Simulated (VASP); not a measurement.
**Se: relaxation of cell and atoms with BLYP**

Crystal: Se.

```
CELL_PARAMETERS angstrom
0.00000 3.08783 3.08783
3.08783 0.00000 3.08783
3.08783 3.08783 0.00000
ATOMIC_POSITIONS crystal
Se 0.12500 0.12500 0.12500
Se 0.87500 0.87500 0.87500
```

- Program: VASP 6.6.1
- Task: relaxation of cell and atoms
- Functional: BLYP
- Potentials or basis: VASP PAW PBE potentials, release 64 (Se)
- Cutoff: 600 eV
- k mesh: 9 × 9 × 9
- Occupations: fermi-dirac, width 0.1 eV
- Spin: no spin polarisation
- Dipole correction: no
- Further INCAR settings: ALGO = Normal; EDIFF = 1e-06; IBRION = 2; EDIFFG = -0.01; NSW = 80; ISIF = 3

```json
{
  "Relaxed volume": "34.28 Å³/atom",
  "Relaxed cell": "a = 4.594 Å, b = 4.594 Å, c = 4.594 Å, α = 60.00°, β = 60.00°, γ = 60.00°",
  "Space group after relaxing (to 0.05 Å)": "Fd-3m (No. 227)",
  "Energy gained by relaxing": "92.7 meV/atom",
  "Ionic steps": "3",
  "Pressure after relaxing": "0.0 GPa",
  "Band gap on the k mesh": "zero (band 6 reaches 2.00 eV, above the bottom of band 7 at 1.07 eV)"
}
```

The path:
| step | energy change (eV) | largest force (eV/Å) | pressure (GPa) | volume (Å³) |
| --- | --- | --- | --- | --- |
| 1 | 0.0000 | 0.0000 | 6.95 | 58.88 |
| 2 | -0.1807 | 0.0000 | -0.81 | 70.44 |
| 3 | -0.1854 | 0.0000 | 0.04 | 68.57 |

Final structure:
```
CELL_PARAMETERS angstrom
0.00000 3.24859 3.24859
3.24859 0.00000 3.24859
3.24859 3.24859 0.00000
ATOMIC_POSITIONS crystal
Se 0.12500 0.12500 0.12500
Se 0.87500 0.87500 0.87500
```

Levels at points of the mesh, in eV from the Fermi level:
```tsv
k point	band 4	band 5	band 6	band 7	band 8	band 9
(0.00, 0.00, 0.00)	-3.06	-3.06	-0.63	-0.63	-0.63	4.57
```

Wall time 46 s on 1 thread of Intel(R) Xeon(R) 6975P-C (Granite Rapids), with other jobs on the host, peak memory 0.21 GiB.

Caveat: the volume moved by over 15 % at a fixed basis, so the end points are rough; the PAW data sets were made with another functional, which shifts forces and pressure a little.
